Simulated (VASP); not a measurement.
# Sr8Ti8O23 (a cell with a defect) in VASP: further runs, part 2 of 2

VASP 6.6.1. Earlier steps stand in the parts before.

### Step 3. Single point, LDA

INCAR

```
  ALGO = Normal
  EDIFF = 1E-6
  ENCUT = 520
  GGA = CA
  ISIF = 2
  ISMEAR = 0
  LASPH = True
  LCHARG = True
  LELF = True
  LREAL = Auto
  LVHAR = True
  LWAVE = False
  NBANDS = 182
  NELECT = 312.0
  NELM = 60
  PREC = Accurate
  SIGMA = 0.02
```

KPOINTS

```
Automatic mesh
0
Gamma
  2 2 2
  0.5 0.5 0.5
```

POSCAR

```
Sr8Ti8O23
1.0
    0.0000000000      0.0000000000      7.7080460010
   -7.7080460010      0.0000000000      0.0000000000
    0.0000000000     -7.7080460010      0.0000000000
Sr Ti O
8 8 23
Direct
    0.0000000000      0.5086150238      0.4913849761
    0.4999999999      0.5086237160      0.4913762839
    0.0000000000      0.5086150238      0.0086150238
    0.4999999999      0.5086237160      0.0086237160
    0.0000000000     -0.0086150238      0.4913849761
    0.4999999999     -0.0086237160      0.4913762839
    0.0000000000     -0.0086150238      0.0086150238
    0.4999999999     -0.0086237160      0.0086237160
    0.2538199694      0.2500000648      0.2500000648
    0.7461800305      0.2500000648      0.2500000648
    0.2341640151      0.2500000648      0.7500000648
    0.7658359848      0.2500000648      0.7500000648
    0.2494752885      0.7500000648      0.2500000648
    0.7505247114      0.7500000648      0.2500000648
    0.2538199694      0.7500000648      0.7500000648
    0.7461800305      0.7500000648      0.7500000648
    0.2693472509      0.2500000648      0.5065665150
    0.7306527490      0.2500000648      0.5065665150
    0.2693472509      0.2500000648     -0.0065665150
    0.7306527490      0.2500000648     -0.0065665150
    0.2479287228      0.7500000648      0.5004460274
    0.7520712771      0.7500000648      0.5004460274
    0.2479287228      0.7500000648     -0.0004460274
    0.7520712771      0.7500000648     -0.0004460274
    0.0000000000      0.2500000648      0.2500000648
    0.4999999999      0.2500000648      0.2500000648
    0.0000000000      0.2500000648      0.7500000648
    0.0000000000      0.7500000648      0.2500000648
    0.4999999999      0.7500000648      0.2500000648
    0.0000000000      0.7500000648      0.7500000648
    0.4999999999      0.7500000648      0.7500000648
    0.2479287228      0.4995539725      0.2500000648
    0.7520712771      0.4995539725      0.2500000648
    0.2693472509      0.4934334849      0.7500000648
    0.7306527490      0.4934334849      0.7500000648
    0.2479287228      0.0004460274      0.2500000648
    0.7520712771      0.0004460274      0.2500000648
    0.2693472509      0.0065665150      0.7500000648
    0.7306527490      0.0065665150      0.7500000648
```

Potentials or basis: VASP PAW LDA potentials, release 64 (Sr_sv, Ti_sv, O).

On the command line:

```sh
$ cat potpaw_LDA.64/Sr_sv/POTCAR potpaw_LDA.64/Ti_sv/POTCAR potpaw_LDA.64/O/POTCAR > POTCAR
$ mpirun -np 1 vasp_std > vasp.out
```

OUTCAR:

```text
EDIFF = 1E-6
   ENCUT = 520
   GGA = CA
   ISIF = 2
   ISMEAR = 0
   LASPH = True
   LREAL = Auto
   NELECT = 312.0
   NELM = 60
   PREC = Accurate

 ion  position               nearest neighbor table
   1  0.000  0.509  0.491-  28 2.63  32 2.67  33 2.67  21 2.67  22 2.67  25 2.73  30 2.73  27 2.82
                            17 2.88  18 2.88  34 2.88  35 2.88  13 3.26  14 3.26  11 3.35  12 3.35
   2  0.500  0.509  0.491-  29 2.63  17 2.67  18 2.67  34 2.67  35 2.67  32 2.69  33 2.69  21 2.69
                            22 2.69  26 2.73  31 2.73  13 3.26  14 3.26   9 3.32  10 3.32  15 3.32
   3  0.000  0.509  0.009-  28 2.63  23 2.67  32 2.67  24 2.67  33 2.67  25 2.73  30 2.73  27 2.82
                            19 2.88  34 2.88  20 2.88  35 2.88  13 3.26  14 3.26  11 3.35  12 3.35
   4  0.500  0.509  0.009-  29 2.63  19 2.67  34 2.67  20 2.67  35 2.67  23 2.69  32 2.69  24 2.69
                            33 2.69  26 2.73  31 2.73  13 3.26  14 3.26  15 3.32   9 3.32  16 3.32
   5  0.000  0.991  0.491-  28 2.63  36 2.67  37 2.67  21 2.67  22 2.67  25 2.73  30 2.73  27 2.82
                            17 2.88  38 2.88  18 2.88  39 2.88  13 3.26  14 3.26  11 3.35  12 3.35
   6  0.500  0.991  0.491-  29 2.63  17 2.67  18 2.67  38 2.67  39 2.67  36 2.69  21 2.69  37 2.69
[... 293 lines left out ...]
      4     -51.5357      2.00000
      5     -51.5342      2.00000
      6     -51.5342      2.00000
[... 160 lines left out ...]
    167       7.7444      0.00000
    168       7.7621      0.00000
 [bands above 168 left out]

------------------------ aborting loop because EDIFF is reached ----------------------------------------

  FORCE on cell =-STRESS in cart. coord.  units (eV):
  Direction    XX          YY          ZZ          XY          YZ          ZX
  --------------------------------------------------------------------------------------
  -------------------------------------------------------------------------------------
  Total      -15.7017801    -15.7017801    -14.7843073      0.0000000      0.0000000      0.0000000
  in kB      -54.9321477    -54.9321477    -51.7224002      0.0000000      0.0000000      0.0000000
  external PRESSURE =     -53.8622319 kB  Pullay stress =       0.0000000 kB

 VOLUME and BASIS-vectors are now :
 -----------------------------------------------------------------------------
  energy-cutoff  :      520.00
  volume of cell :      457.97
      direct lattice vectors                 reciprocal lattice vectors
     0.000000000  0.000000000  7.708046001     0.000000000  0.000000000  0.129734566
    -7.708046001  0.000000000  0.000000000    -0.129734566  0.000000000  0.000000000
     0.000000000 -7.708046001  0.000000000     0.000000000 -0.129734566  0.000000000

 POSITION                                       TOTAL-FORCE (eV/Angst)
 -----------------------------------------------------------------------------------
     -3.92043     -3.78762      0.00000         0.024468     -0.024468      0.000000
     -3.92050     -3.78755      3.85402         0.011003     -0.011003      0.000000
     -3.92043     -0.06640      0.00000         0.024468      0.024468      0.000000
     -3.92050     -0.06647      3.85402         0.011003      0.011003      0.000000
     -7.64164     -3.78762      0.00000        -0.024468     -0.024468      0.000000
     -7.64157     -3.78755      3.85402        -0.011003     -0.011003      0.000000
[... 31 lines left out ...]
     -0.05061     -5.78104      2.07614         0.041335     -0.000000      0.011045
     -0.05061     -5.78104      5.63191         0.041335     -0.000000     -0.011045
 -----------------------------------------------------------------------------------
    total drift:                                0.017554      0.017561      0.000017

  FREE ENERGIE OF THE ION-ELECTRON SYSTEM (eV)
  ---------------------------------------------------
  free  energy   TOTEN  =      -355.0120408030 eV

  energy  without entropy=     -355.0120408030  energy(sigma->0) =     -355.01204080
```

OSZICAR:

```text
N       E                     dE             d eps       ncg     rms          rms(c)
DAV:   1     0.432028166403E+04    0.43203E+04   -0.15587E+05   364   0.190E+03
DAV:   2     0.412940807705E+03   -0.39073E+04   -0.37421E+04   388   0.570E+02
DAV:   3    -0.367866301878E+03   -0.78081E+03   -0.76499E+03   444   0.235E+02
[... 11 lines left out ...]
DAV:  15    -0.355012041591E+03    0.76876E-04   -0.68383E-04   568   0.984E-02    0.331E-02
DAV:  16    -0.355012044212E+03   -0.26218E-05   -0.13369E-04   448   0.341E-02    0.212E-02
DAV:  17    -0.355012042052E+03    0.21602E-05   -0.49360E-05   488   0.263E-02    0.114E-02
DAV:  18    -0.355012040918E+03    0.11342E-05   -0.11321E-05   456   0.150E-02    0.502E-03
DAV:  19    -0.355012040803E+03    0.11491E-06   -0.76338E-07   200   0.360E-03
   1 F= -.35501204E+03 E0= -.35501204E+03  d E =-.146454E-15
```

stdout:

```text
POSCAR found type information on POSCAR SrTiO
 POSCAR found :  3 types and      39 ions
 scaLAPACK will be used
 LDA part: xc-table for (Slater(with rela. corr.)+CA(PZ))
 , standard interpolation
 POSCAR, INCAR and KPOINTS ok, starting setup
 FFT: planning ... GRIDC
 FFT: planning ... GRID_SOFT
 FFT: planning ... GRID
 WAVECAR not read
 entering main loop
 the old and the new charge density differ
 old charge density:   314.00000 new  312.00002
    0.793E+01
```

Run time: 6.6 min. Hardware: 1 thread of Oxide Virtual Turin-like, shared host; peak memory 0.37 GiB.

What came out:

| Quantity | Value |
| --- | --- |
| Free energy | -355.0120 eV |
| Largest force | 0.119 eV/Å |

Forces on the atoms (eV/Å):
```
Sr   0.024 -0.024  0.000
Sr   0.011 -0.011  0.000
Sr   0.024  0.024  0.000
Sr   0.011  0.011  0.000
Sr  -0.024 -0.024  0.000
Sr  -0.011 -0.011  0.000
Sr  -0.024  0.024  0.000
Sr  -0.011  0.011  0.000
Ti   0.000  0.000 -0.021
Ti   0.000  0.000  0.021
Ti   0.000  0.000  0.119
Ti   0.000  0.000 -0.119
Ti   0.000  0.000 -0.012
Ti   0.000  0.000  0.012
Ti   0.000  0.000 -0.021
Ti   0.000  0.000  0.021
O    0.000  0.041  0.011
O    0.000  0.041 -0.011
O    0.000 -0.041  0.011
O    0.000 -0.041 -0.011
O    0.000  0.009 -0.003
O    0.000  0.009  0.003
O    0.000 -0.009 -0.003
O    0.000 -0.009  0.003
O    0.000  0.000  0.000
O    0.000  0.000  0.000
O    0.000  0.000  0.000
O    0.000  0.000  0.000
O    0.000  0.000  0.000
O    0.000  0.000  0.000
O    0.000  0.000  0.000
O   -0.009  0.000 -0.003
O   -0.009  0.000  0.003
O   -0.041  0.000  0.011
O   -0.041  0.000 -0.011
O    0.009  0.000 -0.003
O    0.009  0.000  0.003
O    0.041  0.000  0.011
O    0.041  0.000 -0.011
```

Levels at points of the mesh, in eV from the Fermi level:
| k point | band 154 | band 155 | band 156 | band 157 | band 158 | band 159 |
| --- | --- | --- | --- | --- | --- | --- |
| (0.25, 0.25, 0.25) | -0.27 | -0.16 | -0.11 | 2.47 | 2.55 | 2.58 |

Caveat: the cell carries a net charge on a neutralising background, which shifts energy and pressure; the cell is charged against a uniform background, so pressure and absolute levels hang on convention.
